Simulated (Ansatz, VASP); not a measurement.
Be3CdS2 in VASP and in Ansatz

The input INCAR:

```
PREC = Accurate
ENCUT = 600
EDIFF = 1E-6
ISMEAR = 0
SIGMA = 0.1
LREAL = False
LASPH = True
NELM = 120
ALGO = Normal
ISIF = 2
LWAVE = False
LCHARG = False
GGA = PE
NBANDS = 24
GGA_COMPAT = False
```

KPOINTS

```
Automatic mesh
0
Gamma
  4 4 6
```

Contents of POSCAR:

```
Be3CdS2
1.0
    2.3535603900     -4.9793801100      0.0000000000
    2.3535603900      4.9793801100      0.0000000000
    0.0000000000      0.0000000000      3.7064405700
Be Cd S
3 1 2
Direct
    0.1453886600      0.8546113400      0.5000000000
    0.8546113400      0.1453886600      0.5000000000
    0.5000000000      0.5000000000      0.0000000000
    0.0000000000      0.0000000000      0.0000000000
    0.6549724500      0.3450275500      0.5000000000
    0.3450275500      0.6549724500      0.5000000000
```

Input for Ansatz:

```yaml
crystal:
  lattice:
    - [2.35356039, -4.97938011, 0.0]
    - [2.35356039, 4.97938011, 0.0]
    - [0.0, 0.0, 3.70644057]
  atoms:
    - { symbol: Be, position: [0.14538866, 0.85461134, 0.5] }
    - { symbol: Be, position: [0.85461134, 0.14538866, 0.5] }
    - { symbol: Be, position: [0.5, 0.5, 0.0] }
    - { symbol: Cd, position: [0.0, 0.0, 0.0] }
    - { symbol: S, position: [0.65497245, 0.34502755, 0.5] }
    - { symbol: S, position: [0.34502755, 0.65497245, 0.5] }
basis:
  ecutwfc: 420
kpoints:
  mp_grid: { grid: [4, 4, 6] }
hamiltonian:
  xc: pbe
scf:
  occupations: { method: gaussian, width: 0.1 }
  lower_state_search: "off"
output:
  forces: true
  stress: true
  eigenvalues: true
```

Change from the starting cell: species swapped into the Li2CeO3 type (Cmmm, No. 65).

Alike in both runs: task single point; functional PBE; k mesh 4 × 4 × 6; occupations gaussian, width 0.1 eV; no spin polarisation.

|  | VASP | Ansatz |
| --- | --- | --- |
| version | VASP 6.6.1 | Ansatz 0.2.0 |
| potentials or method | VASP PAW PBE potentials, release 64 (Be, Cd, S), cutoff 600 eV | scalar-relativistic, plane waves, PAW |
| valence electrons in the cell | 30 | 38 |

Ansatz gave:

```
gap on the k mesh at the Fermi level (eV)                     : none
pressure (GPa)                                                : 5.9
traceless stress, the component that is largest in VASP (GPa) : 6.75
rms of the force components (eV/Å)                            : 0.483
```

Estimate VASP's values.

gap on the k mesh at the Fermi level (eV): none; pressure (GPa): 6.0; traceless stress, the component that is largest in VASP (GPa): 6.77; rms of the force components (eV/Å): 0.483.

Atom by atom the forces differ by 0.002 eV/Å (rms over components). A gap of «none» marks a metal or a gap that the smearing closes. VASP's potentials hold 30 valence electrons a cell and Ansatz's 38, so a difference there can come from the potentials and not from the codes.

The k mesh is coarse, so the values compare programs but aren't converged.
